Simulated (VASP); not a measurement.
# Zr (Pm-3m) in VASP: notebook, part 2 of 2

VASP 6.6.1. The steps go on from the part before.

**3. Single point, PBEsol**

INCAR reads:

```
SYSTEM = Zr
PREC = Accurate
ENCUT = 520
EDIFF = 1E-6
ISMEAR = -1
SIGMA = 0.08
LREAL = .FALSE.
LASPH = .TRUE.
NELM = 80
ALGO = Normal
ISIF = 2
LWAVE = .FALSE.
LCHARG = .FALSE.
GGA = PS
NBANDS = 12
```

KPOINTS reads:

```
Automatic mesh
0
G
  17 17 17
  0 0 0
```

POSCAR reads:

```
Zr
1.0
    2.2585213734      0.0000000000      0.0000000000
    0.0000000000      2.2585213734      0.0000000000
    0.0000000000      0.0000000000      2.2585213734
Zr
1
Direct
    0.0000000000      0.0000000000      0.0000000000
```

Potentials or basis: VASP PAW PBE potentials, release 64 (Zr_sv).

Started as:

```bash
cat potpaw_PBE.64/Zr_sv/POTCAR > POTCAR
mpirun -np 1 vasp_std > vasp.out
```

OUTCAR:

```text
SYSTEM = Zr
   PREC = Accurate
   ENCUT = 520
   EDIFF = 1E-6
   ISMEAR = -1
   LREAL = .FALSE.
   LASPH = .TRUE.
   NELM = 80
   ISIF = 2
   GGA = PS

 ion  position               nearest neighbor table
   1  0.000  0.000  0.000-

  LATTYP: Found a simple cubic cell.
 ALAT       =     2.2585213734

  Lattice vectors:

 A1 = (   2.2585213734,   0.0000000000,   0.0000000000)
 A2 = (   0.0000000000,   2.2585213734,   0.0000000000)
 A3 = (   0.0000000000,   0.0000000000,   2.2585213734)

Analysis of symmetry for initial positions (statically):
=====================================================================
 Subroutine PRICEL returns:
 Original cell was already a primitive cell.

 Routine SETGRP: Setting up the symmetry group for a
 simple cubic supercell.

 Subroutine GETGRP returns: Found 48 space group operations
 (whereof 48 operations were pure point group operations)
 out of a pool of 48 trial point group operations.

The static configuration has the point symmetry O_h .

Analysis of symmetry for dynamics (positions and initial velocities):
=====================================================================
 Subroutine PRICEL returns:
 Original cell was already a primitive cell.

 Routine SETGRP: Setting up the symmetry group for a
 simple cubic supercell.

 Subroutine GETGRP returns: Found 48 space group operations
 (whereof 48 operations were pure point group operations)
 out of a pool of 48 trial point group operations.

The dynamic configuration has the point symmetry O_h .

 Subroutine INISYM returns: Found 48 space group operations
 (whereof 48 operations are pure point group operations),
 and found     1 'primitive' translations

----------------------------------------------------------------------------------------

                                     Primitive cell

  volume of cell :      11.5205

  direct lattice vectors                    reciprocal lattice vectors
     2.258521373  0.000000000  0.000000000     0.442767561  0.000000000  0.000000000
     0.000000000  2.258521373  0.000000000     0.000000000  0.442767561  0.000000000
     0.000000000  0.000000000  2.258521373     0.000000000  0.000000000  0.442767561

  length of vectors
     2.258521373  2.258521373  2.258521373     0.442767561  0.442767561  0.442767561

  position of ions in fractional coordinates (direct lattice)
     0.000000000  0.000000000  0.000000000

  ion indices of the primitive-cell ions
   primitive index   ion index
                 1           1

----------------------------------------------------------------------------------------

 KPOINTS: Automatic mesh

Automatic generation of k-mesh.
 Grid dimensions read from file:
 generate k-points for:   17   17   17

 Generating k-lattice:

  Cartesian coordinates                     Fractional coordinates (reciprocal lattice)
     0.026045151  0.000000000  0.000000000     0.058823529  0.000000000  0.000000000
     0.000000000  0.026045151  0.000000000     0.000000000  0.058823529  0.000000000
     0.000000000  0.000000000  0.026045151     0.000000000  0.000000000  0.058823529

  Length of vectors
     0.026045151  0.026045151  0.026045151

  Shift w.r.t. Gamma in fractional coordinates (k-lattice)
     0.000000000  0.000000000  0.000000000

 Subroutine IBZKPT returns following result:
 ===========================================

 Found    165 irreducible k-points:

 Following reciprocal coordinates:
            Coordinates               Weight
  0.000000  0.000000  0.000000      1.000000
  0.058824  0.000000  0.000000      6.000000
  0.117647  0.000000  0.000000      6.000000
  0.176471  0.000000  0.000000      6.000000
  0.235294  0.000000  0.000000      6.000000
  0.294118  0.000000  0.000000      6.000000
[... 16 lines left out ...]
  0.411765  0.117647  0.000000     24.000000
  0.470588  0.117647  0.000000     24.000000
 [... further k-points ...]
   k-points           NKPTS =    165   k-points in BZ     NKDIM =    165   number of bands    NBANDS=     12
   number of dos      NEDOS =    301   number of ions     NIONS =      1
   total plane-waves  NPLWV =   5832
   dimension x,y,z NGX =    18 NGY =   18 NGZ =   18
   dimension x,y,z NGXF=    36 NGYF=   36 NGZF=   36
   ions per type =               1
   NGX,Y,Z   is equivalent  to a cutoff of  13.25, 13.25, 13.25 a.u.
   NGXF,Y,Z  is equivalent  to a cutoff of  26.50, 26.50, 26.50 a.u.
 SYSTEM =  Zr
   PREC   = accura    normal or accurate (medium, high low for compatibility)
   ISTART =      0    job   : 0-new  1-cont  2-samecut
   ICHARG =      2    charge: 1-file 2-atom 10-const
   ISPIN  =      1    spin polarized calculation?
   LNONCOLLINEAR =      F non collinear calculations
   LSORBIT =      F    spin-orbit coupling
   LASPH  =      T    aspherical Exc in radial PAW
   ENCUT  =  520.0 eV  38.22 Ry    6.18 a.u.   4.20  4.20  4.20*2*pi/ulx,y,z
   NELM   =     80;   NELMIN=  2; NELMDL= -5     # of ELM steps
   EDIFF  = 0.1E-05   stopping-criterion for ELM
   LREAL  =      F    real-space projection
   EDIFFG = 0.1E-04   stopping-criterion for IOM
   NSW    =      0    number of steps for IOM
   IBRION =     -1    ionic relax: 0-MD 1-quasi-New 2-CG
   NFREE  =      0    steps in history (QN), initial steepest desc. (CG)
   ISIF   =      2    stress and relaxation
   ISYM   =      2    0-nonsym 1-usesym 2-fastsym
   POTIM  = 0.5000    time-step for ionic-motion
   TEBEG  =    0.0;   TEEND  =   0.0 temperature during run
   PSTRESS=    0.0 pullay stress
   NELECT =      12.0000    total number of electrons
   NUPDOWN=      -1.0000    fix difference up-down
   EMIN   =  10.00;   EMAX   =-10.00  energy-range for DOS
   EFERMI =   0.00;   METHOD = LEGACY
   ISMEAR =    -1;   SIGMA  =   0.08  broadening in eV -4-tet -1-fermi 0-gaus
   EFERMI_NEDOS =   21; number of points for ismear=-14 and -15
   IALGO  =     38    algorithm
   IMIX   =      4    mixing-type and parameters
     AMIX     =   0.40;   BMIX     =  1.00
     AMIX_MAG =   1.60;   BMIX_MAG =  1.00
  volume/ion in A,a.u.               =      11.52        77.74
  Fermi-wavevector in a.u.,A,eV,Ry     =   1.659502  3.136004 37.469710  2.753946
  Thomas-Fermi vector in A             =   2.746899
   LORBIT       =      0    0 simple, 1 ext, 2 COOP (PROOUT), +10 PAW based schemes
   GGA     = PS    functional components
   LHFCALC =     F    Hartree Fock is set to
   AEXX    =    0.0000 exact exchange contribution
   IVDW    =     0    specifies the selected vdW correction
   LEPSILON=     F    determine dielectric tensor
   LRPA    =     F    only Hartree local field effects (RPA)
 non-spin polarized calculation
  energy-cutoff  :      520.00
  volume of cell :       11.52
 maximum number of plane-waves:       320
 NGX is ok and might be reduce to    18
   NGX =  9   NGY =  9   NGZ =  9

 number of electron      12.0000000 magnetization

 Free energy of the ion-electron system (eV)
  ---------------------------------------------------
  ext. energy  EPLUGINS =         0.00000000
  ---------------------------------------------------
  free energy    TOTEN  =        -3.73712964 eV

  energy without entropy =       -3.72542340  energy(sigma->0) =       -3.73127652

 E-fermi :  18.9872     XC(G=0): -14.7929

 val. band max:       18.9451452202   @ k =   0.4118   0.4118   0.0000
 cond. band min:      18.9873407324   @ k =   0.4118   0.3529   0.0588
 fundamental gap:      0.0421955122
 Fermi energy:        18.9871783575

 k-point     1 :       0.0000    0.0000    0.0000
  band No.  band energies     occupation
      1     -31.5056      2.00000
      2      -4.8456      2.00000
      3      -4.8456      2.00000
      4      -4.8456      2.00000
      5      13.8404      2.00000
      6      13.8404      2.00000
      7      14.5146      2.00000
      8      30.9118      0.00000
      9      30.9118      0.00000
     10      30.9118      0.00000
     11      40.0544      0.00000
     12      40.0544      0.00000
[... 331 lines left out ...]
 k-point    24 :       0.4706    0.1176    0.0000
  band No.  band energies     occupation
      1     -29.7571      2.00000
      2     -12.0698      2.00000
      3      -5.0885      2.00000
      4      -3.8479      2.00000
      5      16.6696      2.00000
      6      18.2387      1.99983
      7      19.7364      0.00017
      8      22.7589      0.00000
      9      25.6446      0.00000
     10      30.4387      0.00000
     11      34.7389      0.00000
     12      38.5177      0.00000

 [... further k-points ...]

------------------------ aborting loop because EDIFF is reached ----------------------------------------

  FORCE on cell =-STRESS in cart. coord.  units (eV):
  Direction    XX          YY          ZZ          XY          YZ          ZX
  --------------------------------------------------------------------------------------
  -------------------------------------------------------------------------------------
  Total       16.0757523     16.0757523     16.0757523     -0.0000000     -0.0000000      0.0000000
  in kB     2235.6781103   2235.6781103   2235.6781103     -0.0000000     -0.0000000      0.0000000
  external PRESSURE =    2235.6781103 kB  Pullay stress =       0.0000000 kB

 VOLUME and BASIS-vectors are now :
 -----------------------------------------------------------------------------
  energy-cutoff  :      520.00
  volume of cell :       11.52
      direct lattice vectors                 reciprocal lattice vectors
     2.258521373  0.000000000  0.000000000     0.442767561  0.000000000  0.000000000
     0.000000000  2.258521373  0.000000000     0.000000000  0.442767561  0.000000000
     0.000000000  0.000000000  2.258521373     0.000000000  0.000000000  0.442767561

 POSITION                                       TOTAL-FORCE (eV/Angst)
 -----------------------------------------------------------------------------------
      0.00000      0.00000      0.00000         0.000000      0.000000      0.000000
 -----------------------------------------------------------------------------------
    total drift:                               -0.000000      0.000000     -0.000000

  FREE ENERGIE OF THE ION-ELECTRON SYSTEM (eV)
  ---------------------------------------------------
  free  energy   TOTEN  =        -3.7371296392 eV

  energy  without entropy=       -3.7254233996  energy(sigma->0) =       -3.73127652
```

stdout:

```text
POSCAR found type information on POSCAR Zr
 POSCAR found :  1 types and       1 ions
 scaLAPACK will be used
 -----------------------------------------------------------------------------
|                                                                             |
|                                                                             |
|     You enforced a specific xc type in the INCAR file but a different       |
|     I HOPE YOU KNOW WHAT YOU ARE DOING!                                     |
|                                                                             |
 -----------------------------------------------------------------------------

 LDA part: xc-table for (Slater+PW92), standard interpolation
 POSCAR, INCAR and KPOINTS ok, starting setup
 FFT: planning ... GRIDC
 FFT: planning ... GRID_SOFT
 FFT: planning ... GRID
 WAVECAR not read
 entering main loop
```

Run time: 14 s. Hardware: 1 thread of Intel Xeon 6975P-C, shared host; peak memory 0.13 GiB.

Results:

```
Free energy            : -3.7371 eV
Pressure               : 223.6 GPa
Band gap on the k mesh : zero (band 6 reaches 21.07 eV, above the bottom of band 7 at 13.42 eV)
```

Caveat: the PAW data sets were made with another functional, which shifts forces and pressure a little.
